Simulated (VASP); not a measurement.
# P in VASP: single point with PBEsol

Aim: the single point of P with PBEsol.

Program: VASP 6.6.1. These are calculated values, not measurements. Logs are shortened: lines on timing, memory, paths and dates and some standing lists are left out, and cuts for length are marked.

## 1. The cell of the first run

The cell holds a slab with vacuum, 4 atoms: a = 3.284 Å, b = 34.857 Å, c = 4.632 Å, α = 90.00°, β = 90.00°, γ = 90.00°.

## 2. Single point, PBEsol (mode 4 (126.9 1/cm) frozen in, largest displacement +0.037 Å)

Contents of INCAR:

```
SYSTEM = P
PREC     = Accurate       ! precision mode
ENCUT    = 520            ! plane-wave cutoff, eV
EDIFF    = 1E-6           ! SCF threshold, eV
ISMEAR   = 0              ! smearing method
SIGMA    = 0.05           ! smearing width, eV
LREAL    = .False.        ! projectors in reciprocal space
LASPH    = .True.         ! aspherical terms in the spheres
NELM     = 80             ! most SCF steps
ALGO     = Normal         ! electronic algorithm
ISIF     = 2              ! what is computed and relaxed
LWAVE    = .False.        ! write WAVECAR
LCHARG   = .True.         ! write CHGCAR
GGA      = PS             ! functional
LELF     = .True.         ! ELF
LVHAR    = .True.       
NBANDS   = 18             ! bands
```

Contents of KPOINTS:

```
regular mesh
0
Gamma
  8 1 6
  0 0 0
```

Contents of POSCAR:

```
P
1.0
    3.2837277200      0.0000000000      0.0000000000
    0.0000000000     34.8570309900      0.0000000000
    0.0000000000      0.0000000000      4.6320847100
P
4
Direct
    0.0000000000      0.9691856069      0.5921507200
    0.0000000000      0.0286627469      0.4078492800
    0.5000000000      0.0308143931      0.0921507200
    0.5000000000      0.9713372531      0.9078492800
```

Potentials or basis: VASP PAW PBE potentials, release 64 (P).

Run with:

```console
cat potpaw_PBE.64/P/POTCAR > POTCAR
mpirun -np 1 vasp_std > vasp.out
```

OUTCAR:

```text
SYSTEM = P
   PREC = Accurate
   ENCUT = 520
   EDIFF = 1E-6
   ISMEAR = 0
   LREAL = .False.
   LASPH = .True.
   NELM = 80
   ISIF = 2
   GGA = PS

 ion  position               nearest neighbor table
   1  0.000  0.969  0.592-   4 2.20   4 2.20   2 2.24
   2  0.000  0.029  0.408-   3 2.20   3 2.20   1 2.24
   3  0.500  0.031  0.092-   2 2.20   2 2.20   4 2.24
   4  0.500  0.971  0.908-   1 2.20   1 2.20   3 2.24

  LATTYP: Found a simple orthorhombic cell.
 ALAT       =     3.2837277200
 B/A-ratio  =     1.4106177811
 C/A-ratio  =    10.6150795566

  Lattice vectors:

 A1 = (  -3.2837277200,   0.0000000000,   0.0000000000)
 A2 = (   0.0000000000,   0.0000000000,   4.6320847100)
 A3 = (   0.0000000000,  34.8570309900,   0.0000000000)

Analysis of symmetry for initial positions (statically):
=====================================================================
 Subroutine PRICEL returns:
 Original cell was already a primitive cell.

 Routine SETGRP: Setting up the symmetry group for a
 simple orthorhombic supercell.

 Subroutine GETGRP returns: Found  4 space group operations
 (whereof  2 operations were pure point group operations)
 out of a pool of  8 trial point group operations.

The static configuration has the point symmetry C_1h.
 The point group associated with its full space group is C_2v.

Analysis of symmetry for dynamics (positions and initial velocities):
=====================================================================
 Subroutine PRICEL returns:
 Original cell was already a primitive cell.

 Routine SETGRP: Setting up the symmetry group for a
 simple orthorhombic supercell.

 Subroutine GETGRP returns: Found  4 space group operations
 (whereof  2 operations were pure point group operations)
 out of a pool of  8 trial point group operations.

The dynamic configuration has the point symmetry C_1h.
 The point group associated with its full space group is C_2v.

 Subroutine INISYM returns: Found  4 space group operations
 (whereof  2 operations are pure point group operations),
 and found     1 'primitive' translations

----------------------------------------------------------------------------------------

                                     Primitive cell

  volume of cell :     530.1930

  direct lattice vectors                    reciprocal lattice vectors
     3.283727720  0.000000000  0.000000000     0.304531948  0.000000000  0.000000000
     0.000000000 34.857030990  0.000000000     0.000000000  0.028688617  0.000000000
     0.000000000  0.000000000  4.632084710     0.000000000  0.000000000  0.215885516

  length of vectors
     3.283727720 34.857030990  4.632084710     0.304531948  0.028688617  0.215885516

  position of ions in fractional coordinates (direct lattice)
     0.000000000  0.969185607  0.592150720
     0.000000000  0.028662747  0.407849280
     0.500000000  0.030814393  0.092150720
     0.500000000  0.971337253  0.907849280

  ion indices of the primitive-cell ions
   primitive index   ion index
                 1           1
                 2           2
                 3           3
                 4           4

----------------------------------------------------------------------------------------

 KPOINTS: regular mesh

Automatic generation of k-mesh.
 Grid dimensions read from file:
 generate k-points for:    8    1    6

 Generating k-lattice:

  Cartesian coordinates                     Fractional coordinates (reciprocal lattice)
     0.038066494  0.000000000  0.000000000     0.125000000  0.000000000  0.000000000
     0.000000000  0.028688617  0.000000000     0.000000000  1.000000000  0.000000000
     0.000000000  0.000000000  0.035980919     0.000000000  0.000000000  0.166666667

  Length of vectors
     0.038066494  0.028688617  0.035980919

  Shift w.r.t. Gamma in fractional coordinates (k-lattice)
     0.000000000  0.000000000  0.000000000

 Subroutine IBZKPT returns following result:
 ===========================================

 Found     20 irreducible k-points:

 Following reciprocal coordinates:
            Coordinates               Weight
  0.000000  0.000000  0.000000      1.000000
  0.125000  0.000000  0.000000      2.000000
  0.250000  0.000000  0.000000      2.000000
  0.375000  0.000000  0.000000      2.000000
  0.500000  0.000000  0.000000      1.000000
  0.000000  0.000000  0.166667      2.000000
[... 12 lines left out ...]
  0.375000  0.000000  0.500000      2.000000
  0.500000  0.000000  0.500000      1.000000
   k-points           NKPTS =     20   k-points in BZ     NKDIM =     20   number of bands    NBANDS=     18
   number of dos      NEDOS =    301   number of ions     NIONS =      4
   total plane-waves  NPLWV = 233280
   dimension x,y,z NGX =    24 NGY =  270 NGZ =   36
   dimension x,y,z NGXF=    48 NGYF=  540 NGZF=   72
   ions per type =               4
   NGX,Y,Z   is equivalent  to a cutoff of  12.15, 12.88, 12.92 a.u.
   NGXF,Y,Z  is equivalent  to a cutoff of  24.30, 25.75, 25.84 a.u.
 SYSTEM =  P
   PREC   = accura    normal or accurate (medium, high low for compatibility)
   ISTART =      0    job   : 0-new  1-cont  2-samecut
   ICHARG =      2    charge: 1-file 2-atom 10-const
   ISPIN  =      1    spin polarized calculation?
   LNONCOLLINEAR =      F non collinear calculations
   LSORBIT =      F    spin-orbit coupling
   LASPH  =      T    aspherical Exc in radial PAW
   ENCUT  =  520.0 eV  38.22 Ry    6.18 a.u.   6.11 64.81  8.61*2*pi/ulx,y,z
   NELM   =     80;   NELMIN=  2; NELMDL= -5     # of ELM steps
   EDIFF  = 0.1E-05   stopping-criterion for ELM
   LREAL  =      F    real-space projection
   EDIFFG = 0.1E-04   stopping-criterion for IOM
   NSW    =      0    number of steps for IOM
   IBRION =     -1    ionic relax: 0-MD 1-quasi-New 2-CG
   NFREE  =      0    steps in history (QN), initial steepest desc. (CG)
   ISIF   =      2    stress and relaxation
   ISYM   =      2    0-nonsym 1-usesym 2-fastsym
   POTIM  = 0.5000    time-step for ionic-motion
   TEBEG  =    0.0;   TEEND  =   0.0 temperature during run
   PSTRESS=    0.0 pullay stress
   NELECT =      20.0000    total number of electrons
   NUPDOWN=      -1.0000    fix difference up-down
   EMIN   =  10.00;   EMAX   =-10.00  energy-range for DOS
   EFERMI =   0.00;   METHOD = LEGACY
   ISMEAR =     0;   SIGMA  =   0.05  broadening in eV -4-tet -1-fermi 0-gaus
   EFERMI_NEDOS =   21; number of points for ismear=-14 and -15
   IALGO  =     38    algorithm
   IMIX   =      4    mixing-type and parameters
     AMIX     =   0.40;   BMIX     =  1.00
     AMIX_MAG =   1.60;   BMIX_MAG =  1.00
  volume/ion in A,a.u.               =     132.55       894.48
  Fermi-wavevector in a.u.,A,eV,Ry     =   0.549044  1.037542  4.101461  0.301449
  Thomas-Fermi vector in A             =   1.580001
   LORBIT       =      0    0 simple, 1 ext, 2 COOP (PROOUT), +10 PAW based schemes
   GGA     = PS    functional components
   LHFCALC =     F    Hartree Fock is set to
   AEXX    =    0.0000 exact exchange contribution
   IVDW    =     0    specifies the selected vdW correction
   LEPSILON=     F    determine dielectric tensor
   LRPA    =     F    only Hartree local field effects (RPA)
 non-spin polarized calculation
 Gauss-broadening in eV      SIGMA  =   0.05
  energy-cutoff  :      520.00
  volume of cell :      530.19
 maximum number of plane-waves:     14344
   NGX = 13   NGY =129   NGZ = 17

 number of electron      19.9999997 magnetization

 Free energy of the ion-electron system (eV)
  ---------------------------------------------------
  ext. energy  EPLUGINS =         0.00000000
  ---------------------------------------------------
  free energy    TOTEN  =       -22.80933849 eV

  energy without entropy =      -22.80933849  energy(sigma->0) =      -22.80933849

 E-fermi :  -3.2297     XC(G=0):  -1.7741

 val. band max:       -3.4792243173   @ k =   0.0000   0.0000   0.0000
 cond. band min:      -2.5531075617   @ k =   0.0000   0.0000   0.0000
 fundamental gap:      0.9261167556
 Fermi energy:        -3.2296650394

 k-point     1 :       0.0000    0.0000    0.0000
  band No.  band energies     occupation
      1     -18.6069      2.00000
      2     -16.1076      2.00000
      3     -12.7364      2.00000
      4      -9.2740      2.00000
      5      -8.1140      2.00000
      6      -8.0922      2.00000
[... 10 lines left out ...]
     17       1.6022      0.00000
     18       1.7452      0.00000

 k-point     2 :       0.1250    0.0000    0.0000
  band No.  band energies     occupation
      1     -18.4184      2.00000
      2     -15.9112      2.00000
      3     -12.8079      2.00000
      4      -9.1341      2.00000
      5      -8.3015      2.00000
      6      -7.9254      2.00000
[... 10 lines left out ...]
     17       1.7356      0.00000
     18       1.8191      0.00000

 k-point     3 :       0.2500    0.0000    0.0000
  band No.  band energies     occupation
      1     -17.8590      2.00000
      2     -15.3249      2.00000
      3     -13.2723      2.00000
      4      -9.5667      2.00000
      5      -8.9883      2.00000
      6      -8.7516      2.00000
[... 10 lines left out ...]
     17       2.0336      0.00000
     18       2.3427      0.00000

 k-point     4 :       0.3750    0.0000    0.0000
  band No.  band energies     occupation
      1     -16.9502      2.00000
      2     -14.4145      2.00000
      3     -14.3336      2.00000
      4     -11.3783      2.00000
      5      -9.0789      2.00000
      6      -8.3853      2.00000
[... 291 lines left out ...]
      4     -11.8672      2.00000
      5      -9.0085      2.00000
      6      -9.0085      2.00000
[... 10 lines left out ...]
     17       2.9085      0.00000
     18       2.9085      0.00000

 k-point    19 :       0.3750    0.0000    0.5000
  band No.  band energies     occupation
      1     -15.9844      2.00000
      2     -15.9844      2.00000
      3     -12.6841      2.00000
      4     -12.6841      2.00000
      5      -9.1978      2.00000
      6      -9.1978      2.00000
[... 10 lines left out ...]
     17       3.1695      0.00000
     18       3.1695      0.00000

 k-point    20 :       0.5000    0.0000    0.5000
  band No.  band energies     occupation
      1     -15.3869      2.00000
      2     -15.3869      2.00000
      3     -13.4403      2.00000
      4     -13.4403      2.00000
      5      -8.5321      2.00000
      6      -8.5321      2.00000
[... 10 lines left out ...]
     17       3.0509      0.00000
     18       3.0509      0.00000

------------------------ aborting loop because EDIFF is reached ----------------------------------------

  FORCE on cell =-STRESS in cart. coord.  units (eV):
  Direction    XX          YY          ZZ          XY          YZ          ZX
  --------------------------------------------------------------------------------------
  -------------------------------------------------------------------------------------
  Total       -0.4984484      0.1675068     -0.2102091      0.0000000      0.0000000      0.0000000
  in kB       -1.5062490      0.5061846     -0.6352256      0.0000000      0.0000000      0.0000000
  external PRESSURE =      -0.5450967 kB  Pullay stress =       0.0000000 kB

 VOLUME and BASIS-vectors are now :
 -----------------------------------------------------------------------------
  energy-cutoff  :      520.00
  volume of cell :      530.19
      direct lattice vectors                 reciprocal lattice vectors
     3.283727720  0.000000000  0.000000000     0.304531948  0.000000000  0.000000000
     0.000000000 34.857030990  0.000000000     0.000000000  0.028688617  0.000000000
     0.000000000  0.000000000  4.632084710     0.000000000  0.000000000  0.215885516

 POSITION                                       TOTAL-FORCE (eV/Angst)
 -----------------------------------------------------------------------------------
      0.00000     33.78293      2.74289         0.000000      0.026635     -0.236644
      0.00000      0.99910      1.88919         0.000000      0.119879      0.236644
      1.64186      1.07410      0.42685         0.000000     -0.026635     -0.236644
      1.64186     33.85793      4.20523         0.000000     -0.119879      0.236644
 -----------------------------------------------------------------------------------
    total drift:                               -0.000000      0.000000      0.000007

  FREE ENERGIE OF THE ION-ELECTRON SYSTEM (eV)
  ---------------------------------------------------
  free  energy   TOTEN  =       -22.8093384944 eV

  energy  without entropy=      -22.8093384944  energy(sigma->0) =      -22.80933849
```

It took 7.5 min on 1 thread of AMD EPYC 7R43 (Zen 3), shared host; peak memory 0.5 GiB.

What came out:

```
Free energy            : -22.8093 eV
Largest force          : 0.265 eV/Å
Band gap on the k mesh : 0.93 eV, direct
```

Forces on the atoms (eV/Å):
```
P    0.000  0.027 -0.237
P    0.000  0.120  0.237
P    0.000 -0.027 -0.237
P    0.000 -0.120  0.237
```

Caveat: the cell differs from its parent crystal (mode 4 (126.9 1/cm) frozen in, largest displacement +0.037 Å); the PAW data sets were made with another functional, which shifts forces and pressure a little.
